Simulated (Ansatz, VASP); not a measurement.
**SnO2 in VASP and in Ansatz**

File INCAR:

```
SYSTEM = SnO2
PREC     = Accurate       ! precision mode
ENCUT    = 520            ! plane-wave cutoff, eV
EDIFF    = 1E-6           ! SCF threshold, eV
ISMEAR   = 0              ! smearing method
SIGMA    = 0.05           ! smearing width, eV
LREAL    = .FALSE.        ! projectors in reciprocal space
LASPH    = .TRUE.         ! aspherical terms in the spheres
NELM     = 60             ! most SCF steps
ALGO     = Normal         ! electronic algorithm
ISIF     = 2              ! what is computed and relaxed
LWAVE    = .FALSE.        ! write WAVECAR
LCHARG   = .FALSE.        ! write CHGCAR
GGA      = CA             ! functional
NBANDS   = 35             ! bands
```

KPOINTS

```
Automatic mesh
0
G
  6 6 8
  0 0 0
```

File POSCAR:

```
SnO2
1.0
    4.7212714729      0.0000000000      0.0000000000
    0.0000000000      4.7242464886      0.0000000000
    0.0000000000      0.0000000000      3.1900194032
Sn O
2 4
Direct
    0.5000000000      0.5000000000      0.5000000000
    0.0000000000      0.0000000000      0.0000000000
    0.3055669669      0.3065721209      0.0000000000
    0.8055669669      0.1934278791      0.5235108288
    0.1944330331      0.8065721209      0.4764891712
    0.6944330331      0.6934278791      0.0000000000
```

Input for Ansatz:

```yaml
crystal:
  lattice:
    - [4.7212714729, 0.0, 0.0]
    - [0.0, 4.7242464886, 0.0]
    - [0.0, 0.0, 3.1900194032]
  atoms:
    - { symbol: Sn, position: [0.5, 0.5, 0.5] }
    - { symbol: Sn, position: [0.0, 0.0, 0.0] }
    - { symbol: O, position: [0.3055669669, 0.3065721209, 0.0] }
    - { symbol: O, position: [0.8055669669, 0.1934278791, 0.5235108288] }
    - { symbol: O, position: [0.1944330331, 0.8065721209, 0.4764891712] }
    - { symbol: O, position: [0.6944330331, 0.6934278791, 0.0] }
basis:
  ecutwfc: 420
kpoints:
  mp_grid: { grid: [6, 6, 8] }
hamiltonian:
  xc: lda
scf:
  occupations: { method: gaussian, width: 0.05 }
output:
  forces: true
  stress: true
  eigenvalues: true
  write_density: true
  write_potential: true
  elf: true
  volumetric_format: npy
```

Change from the starting cell: mode 12 (466.8 1/cm) frozen in, largest displacement +0.075 Å.

Alike in both runs: task single point; functional LDA; k mesh 6 × 6 × 8; occupations gaussian, width 0.05 eV; no spin polarisation.

|  | VASP | Ansatz |
| --- | --- | --- |
| version | VASP 6.6.1 | Ansatz 0.2.0 |
| potentials or method | VASP PAW LDA potentials, release 64 (Sn_d, O), cutoff 520 eV | scalar-relativistic, plane waves, PAW |
| valence electrons in the cell | 52 | 52 |

```csv
,VASP,Ansatz,Ansatz less VASP
gap on the k mesh at the Fermi level (eV),1.20,1.16,-0.035
least direct gap on the mesh (eV),1.20,1.16,-0.035
pressure (GPa),1.5,0.5,-1.07
"traceless stress, the component that is largest in VASP (GPa)",2.00,1.89,-0.109
rms of the force components (eV/Å),0.332,0.325,-0.0074
```

LDA's correlation is that of Perdew and Zunger in VASP and of Perdew and Wang (1992) in Ansatz. Atom by atom the forces differ by 0.012 eV/Å (rms over components).
